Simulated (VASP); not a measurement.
# Mg (I4/mmm) in VASP: further runs

Runs on Mg. Level: PBE. Tasks: single point.

Everything below comes from runs of VASP 6.6.1. Logs are shortened: lines on timing, memory, paths and dates and some standing lists are left out, and cuts for length are marked.

### 1 The cell of the first run

Symmetry: I4/mmm, No. 139, tetragonal system. Conventional cell: a = 3.500 Å, b = 3.500 Å, c = 3.546 Å, α = 90.00°, β = 90.00°, γ = 90.00°. Mg (site symmetry 4/mmm) has 14 Mg at 3.04 to 3.55 Å within 4.0 Å.

### 2 Single point, PBE

INCAR

```
ALGO     = Normal         # electronic algorithm
EDIFF    = 1E-7           # SCF threshold, eV
ENCUT    = 520            # plane-wave cutoff, eV
GGA      = PE             # functional
ISIF     = 2              # what is computed and relaxed
ISMEAR   = 0              # smearing method
LASPH    = T              # aspherical terms in the spheres
LCHARG   = T              # write CHGCAR
LELF     = T              # ELF
LREAL    = F              # projectors in reciprocal space
LVHAR    = T            
LWAVE    = F              # write WAVECAR
NBANDS   = 7              # bands
NELM     = 60             # most SCF steps
PREC     = Accurate       # precision mode
SIGMA    = 0.15           # smearing width, eV
```

KPOINTS

```
k-points
0
Gamma
  18 18 18
```

POSCAR

```
Mg
1.0
   -1.7499000000      1.7499000000      1.7730500000
    1.7499000000     -1.7499000000      1.7730500000
    1.7499000000      1.7499000000     -1.7730500000
Mg
1
Direct
    0.0000000000      0.0000000000      0.0000000000
```

Potentials or basis: VASP PAW PBE potentials, release 64 (Mg).

The run is started by

```bash
cat potpaw_PBE.64/Mg/POTCAR > POTCAR
mpirun -np 1 vasp_std > vasp.out
```

OUTCAR:

```text
EDIFF = 1E-7
   ENCUT = 520
   GGA = PE
   ISIF = 2
   ISMEAR = 0
   LASPH = T
   LREAL = F
   NELM = 60
   PREC = Accurate

 ion  position               nearest neighbor table
   1  0.000  0.000  0.000-

  LATTYP: Found a body centered tetragonal cell.
 ALAT       =     3.4998000000
 C/A-ratio  =     1.0132293274

  Lattice vectors:

 A1 = (  -1.7499000000,   1.7499000000,   1.7730500000)
 A2 = (   1.7499000000,  -1.7499000000,   1.7730500000)
 A3 = (   1.7499000000,   1.7499000000,  -1.7730500000)

Analysis of symmetry for initial positions (statically):
=====================================================================
 Subroutine PRICEL returns:
 Original cell was already a primitive cell.

 Routine SETGRP: Setting up the symmetry group for a
 body centered tetragonal supercell.

 Subroutine GETGRP returns: Found 16 space group operations
 (whereof 16 operations were pure point group operations)
 out of a pool of 16 trial point group operations.

The static configuration has the point symmetry D_4h.

Analysis of symmetry for dynamics (positions and initial velocities):
=====================================================================
 Subroutine PRICEL returns:
 Original cell was already a primitive cell.

 Routine SETGRP: Setting up the symmetry group for a
 body centered tetragonal supercell.

 Subroutine GETGRP returns: Found 16 space group operations
 (whereof 16 operations were pure point group operations)
 out of a pool of 16 trial point group operations.

The dynamic configuration has the point symmetry D_4h.

 Subroutine INISYM returns: Found 16 space group operations
 (whereof 16 operations are pure point group operations),
 and found     1 'primitive' translations

----------------------------------------------------------------------------------------

                                     Primitive cell

  volume of cell :      21.7174

  direct lattice vectors                    reciprocal lattice vectors
    -1.749900000  1.749900000  1.773050000     0.000000000  0.285730613  0.281999944
     1.749900000 -1.749900000  1.773050000     0.285730613  0.000000000  0.281999944
     1.749900000  1.749900000 -1.773050000     0.285730613  0.285730613  0.000000000

  length of vectors
     3.044340047  3.044340047  3.044340047     0.401454794  0.401454794  0.404084108

  position of ions in fractional coordinates (direct lattice)
     0.000000000  0.000000000  0.000000000

  ion indices of the primitive-cell ions
   primitive index   ion index
                 1           1

----------------------------------------------------------------------------------------

 KPOINTS: k-points

Automatic generation of k-mesh.
 Grid dimensions read from file:
 generate k-points for:   18   18   18

 Generating k-lattice:

  Cartesian coordinates                     Fractional coordinates (reciprocal lattice)
     0.000000000  0.015873923  0.015666664     0.055555556 -0.000000000  0.000000000
     0.015873923  0.000000000  0.015666664    -0.000000000  0.055555556  0.000000000
     0.015873923  0.015873923  0.000000000     0.000000000  0.000000000  0.055555556

  Length of vectors
     0.022303044  0.022303044  0.022449117

  Shift w.r.t. Gamma in fractional coordinates (k-lattice)
     0.000000000  0.000000000  0.000000000

 Subroutine IBZKPT returns following result:
 ===========================================

 Found    480 irreducible k-points:

 Following reciprocal coordinates:
            Coordinates               Weight
  0.000000  0.000000  0.000000      1.000000
  0.055556 -0.000000  0.000000      8.000000
  0.111111 -0.000000  0.000000      8.000000
  0.166667 -0.000000  0.000000      8.000000
  0.222222 -0.000000  0.000000      8.000000
  0.277778 -0.000000  0.000000      8.000000
[... 16 lines left out ...]
 -0.277778  0.055556  0.000000     16.000000
 -0.222222  0.055556 -0.000000     16.000000
 [... further k-points ...]
   k-points           NKPTS =    480   k-points in BZ     NKDIM =    480   number of bands    NBANDS=      7
   number of dos      NEDOS =    301   number of ions     NIONS =      1
   total plane-waves  NPLWV =  13824
   dimension x,y,z NGX =    24 NGY =   24 NGZ =   24
   dimension x,y,z NGXF=    48 NGYF=   48 NGZF=   48
   ions per type =               1
   NGX,Y,Z   is equivalent  to a cutoff of  13.11, 13.11, 13.11 a.u.
   NGXF,Y,Z  is equivalent  to a cutoff of  26.21, 26.21, 26.21 a.u.
 SYSTEM =  unknown system
   PREC   = accura    normal or accurate (medium, high low for compatibility)
   ISTART =      0    job   : 0-new  1-cont  2-samecut
   ICHARG =      2    charge: 1-file 2-atom 10-const
   ISPIN  =      1    spin polarized calculation?
   LNONCOLLINEAR =      F non collinear calculations
   LSORBIT =      F    spin-orbit coupling
   LASPH  =      T    aspherical Exc in radial PAW
   ENCUT  =  520.0 eV  38.22 Ry    6.18 a.u.   5.66  5.66  5.66*2*pi/ulx,y,z
   NELM   =     60;   NELMIN=  2; NELMDL= -5     # of ELM steps
   EDIFF  = 0.1E-06   stopping-criterion for ELM
   LREAL  =      F    real-space projection
   EDIFFG = 0.1E-05   stopping-criterion for IOM
   NSW    =      0    number of steps for IOM
   IBRION =     -1    ionic relax: 0-MD 1-quasi-New 2-CG
   NFREE  =      0    steps in history (QN), initial steepest desc. (CG)
   ISIF   =      2    stress and relaxation
   ISYM   =      2    0-nonsym 1-usesym 2-fastsym
   POTIM  = 0.5000    time-step for ionic-motion
   TEBEG  =    0.0;   TEEND  =   0.0 temperature during run
   PSTRESS=    0.0 pullay stress
   NELECT =       2.0000    total number of electrons
   NUPDOWN=      -1.0000    fix difference up-down
   EMIN   =  10.00;   EMAX   =-10.00  energy-range for DOS
   EFERMI =   0.00;   METHOD = LEGACY
   ISMEAR =     0;   SIGMA  =   0.15  broadening in eV -4-tet -1-fermi 0-gaus
   EFERMI_NEDOS =   21; number of points for ismear=-14 and -15
   IALGO  =     38    algorithm
   IMIX   =      4    mixing-type and parameters
     AMIX     =   0.40;   BMIX     =  1.00
     AMIX_MAG =   1.60;   BMIX_MAG =  1.00
  volume/ion in A,a.u.               =      21.72       146.56
  Fermi-wavevector in a.u.,A,eV,Ry     =   0.739291  1.397058  7.436289  0.546552
  Thomas-Fermi vector in A             =   1.833419
   LORBIT       =      0    0 simple, 1 ext, 2 COOP (PROOUT), +10 PAW based schemes
   GGA     = PE    functional components
   LHFCALC =     F    Hartree Fock is set to
   AEXX    =    0.0000 exact exchange contribution
   IVDW    =     0    specifies the selected vdW correction
   LEPSILON=     F    determine dielectric tensor
   LRPA    =     F    only Hartree local field effects (RPA)
 non-spin polarized calculation
 Gauss-broadening in eV      SIGMA  =   0.15
  energy-cutoff  :      520.00
  volume of cell :       21.72
 maximum number of plane-waves:       603
   NGX = 11   NGY = 11   NGZ = 11

 number of electron       2.0000000 magnetization

 Free energy of the ion-electron system (eV)
  ---------------------------------------------------
  ext. energy  EPLUGINS =         0.00000000
  ---------------------------------------------------
  free energy    TOTEN  =        -1.47320884 eV

  energy without entropy =       -1.46909450  energy(sigma->0) =       -1.47115167

 E-fermi :   2.9608     XC(G=0):  -8.6678

 val. band max:        2.9378032534   @ k =  -0.1667  -0.4444   0.1111
 cond. band min:       2.9744240213   @ k =  -0.3889   0.4444   0.3333
 fundamental gap:      0.0366207679
 Fermi energy:         2.9607638421

 k-point     1 :       0.0000    0.0000    0.0000
  band No.  band energies     occupation
      1      -4.2408      2.00000
      2      16.2553      0.00000
      3      16.2553      0.00000
      4      16.5241      0.00000
      5      18.2655      0.00000
      6      18.5695      0.00000
      7      18.7281      0.00000

 k-point     2 :       0.0556   -0.0000    0.0000
  band No.  band energies     occupation
      1      -4.1657      2.00000
      2      15.3647      0.00000
      3      15.8928      0.00000
      4      16.1525      0.00000
      5      17.5581      0.00000
      6      17.7880      0.00000
      7      18.9354      0.00000

 k-point     3 :       0.1111   -0.0000    0.0000
  band No.  band energies     occupation
      1      -3.9407      2.00000
      2      13.5100      0.00000
      3      15.1475      0.00000
      4      15.4505      0.00000
      5      16.7435      0.00000
      6      17.2518      0.00000
      7      19.0797      0.00000

 k-point     4 :       0.1667   -0.0000    0.0000
  band No.  band energies     occupation
      1      -3.5671      2.00000
      2      11.5379      0.00000
      3      14.3452      0.00000
      4      14.7645      0.00000
      5      15.9209      0.00000
      6      16.8256      0.00000
      7      19.3721      0.00000

 k-point     5 :       0.2222   -0.0000    0.0000
  band No.  band energies     occupation
      1      -3.0465      2.00000
      2       9.6247      0.00000
      3      13.6107      0.00000
      4      14.1672      0.00000
      5      15.2135      0.00000
      6      16.3614      0.00000
      7      19.8102      0.00000
[... 161 lines left out ...]
 k-point    22 :      -0.3333    0.0556   -0.0000
  band No.  band energies     occupation
      1      -1.9353      2.00000
      2       6.9781      0.00000
      3      11.8500      0.00000
      4      13.2637      0.00000
      5      14.8989      0.00000
      6      16.3723      0.00000
      7      19.6934      0.00000

 k-point    23 :      -0.2778    0.0556    0.0000
  band No.  band energies     occupation
      1      -2.6716      2.00000
      2       8.7338      0.00000
      3      12.4034      0.00000
      4      13.7160      0.00000
      5      15.4199      0.00000
      6      16.7226      0.00000
      7      19.1779      0.00000

 k-point    24 :      -0.2222    0.0556   -0.0000
  band No.  band energies     occupation
      1      -3.2653      2.00000
      2      10.5921      0.00000
      3      13.0841      0.00000
      4      14.2720      0.00000
      5      16.0454      0.00000
      6      17.0448      0.00000
      7      18.8894      0.00000

 [... further k-points ...]

------------------------ aborting loop because EDIFF is reached ----------------------------------------

  FORCE on cell =-STRESS in cart. coord.  units (eV):
  Direction    XX          YY          ZZ          XY          YZ          ZX
  --------------------------------------------------------------------------------------
  -------------------------------------------------------------------------------------
  Total        0.2672273      0.2672273      0.2805739      0.0000000      0.0000000      0.0000000
  in kB       19.7144193     19.7144193     20.6990510      0.0000000      0.0000000      0.0000000
  external PRESSURE =      20.0426298 kB  Pullay stress =       0.0000000 kB

 VOLUME and BASIS-vectors are now :
 -----------------------------------------------------------------------------
  energy-cutoff  :      520.00
  volume of cell :       21.72
      direct lattice vectors                 reciprocal lattice vectors
    -1.749900000  1.749900000  1.773050000     0.000000000  0.285730613  0.281999944
     1.749900000 -1.749900000  1.773050000     0.285730613  0.000000000  0.281999944
     1.749900000  1.749900000 -1.773050000     0.285730613  0.285730613  0.000000000

 POSITION                                       TOTAL-FORCE (eV/Angst)
 -----------------------------------------------------------------------------------
      0.00000      0.00000      0.00000         0.000000      0.000000     -0.000000
 -----------------------------------------------------------------------------------
    total drift:                                0.000000      0.000000      0.000000

  FREE ENERGIE OF THE ION-ELECTRON SYSTEM (eV)
  ---------------------------------------------------
  free  energy   TOTEN  =        -1.4732088379 eV

  energy  without entropy=       -1.4690944954  energy(sigma->0) =       -1.47115167
```

Wall time 14 s (1 thread of Intel Xeon 6975P-C (Granite Rapids), shared host); peak memory 0.19 GiB.

What came out:

```yaml
Free_energy: -1.4732 eV
Pressure: 2.0 GPa
Band_gap_on_the_k_mesh: zero (band 1 reaches 6.76 eV, above the bottom of band 2 at 2.01 eV)
```

Stress tensor (GPa, compression positive):
```
1.97 0.00 0.00
0.00 1.97 0.00
0.00 0.00 2.07
```

(Continued in part 2 of 2.)
